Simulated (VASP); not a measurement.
Write the native input for VASP 6.6.1 that does the following.

- Task: single point
- Functional: PBE
- Potentials or basis: VASP PAW PBE potentials, release 64 (Sr_sv, Cu, S, O)
- Cutoff: 520 eV
- k mesh: 7 × 7 × 4
- Occupations: fermi-dirac, width 0.05 eV
- Spin: no spin polarisation
- Dipole correction: no
- Further INCAR settings: ALGO = Normal; EDIFF = 1e-06; NBANDS = 34

The structure of Sr2CuSO2 lies in POSCAR:

```
Sr2CuSO2
1.0
    3.8226809942      0.0000000000      0.0000000000
    0.0000000000      3.8226809942      0.0000000000
    0.0000000000      0.0000000000      6.7408062982
Sr Cu S O
2 1 1 2
Direct
    0.0000000000      0.0000000000      0.7508430000
    0.0000000000      0.0000000000      0.2491570000
    0.5000000000      0.5000000000      0.0000000000
    0.5000000000      0.5000000000      0.5000000000
    0.5000000000      0.0000000000      0.0000000000
    0.0000000000      0.5000000000      0.0000000000
```

These files were run (other wordings do the same):

INCAR

```
PREC = Accurate ; ENCUT = 520
EDIFF = 1E-6 ; ISMEAR = -1
SIGMA = 0.05 ; LREAL = F
LASPH = T ; NELM = 80
ALGO = Normal ; ISIF = 2
LWAVE = F ; LCHARG = F
GGA = PE ; NBANDS = 34
```

KPOINTS

```
regular mesh
0
Gamma
  7 7 4
```

Potentials or basis: VASP PAW PBE potentials, release 64 (Sr_sv, Cu, S, O).

The run is started by

```console
$ cat potpaw_PBE.64/Sr_sv/POTCAR potpaw_PBE.64/Cu/POTCAR potpaw_PBE.64/S/POTCAR potpaw_PBE.64/O/POTCAR > POTCAR
$ mpirun -np 1 vasp_std > vasp.out
```

Results of the run:

```yaml
Pressure: 6.4 GPa
Largest_force: 0.319 eV/Å
```

Caveat: an odd number of electrons without spin polarisation forces a metal; a magnetic or distorted state may lie lower.

Run time: 100 s on 1 thread of Intel Xeon 6975P-C (shared host), peak memory 0.26 GiB.
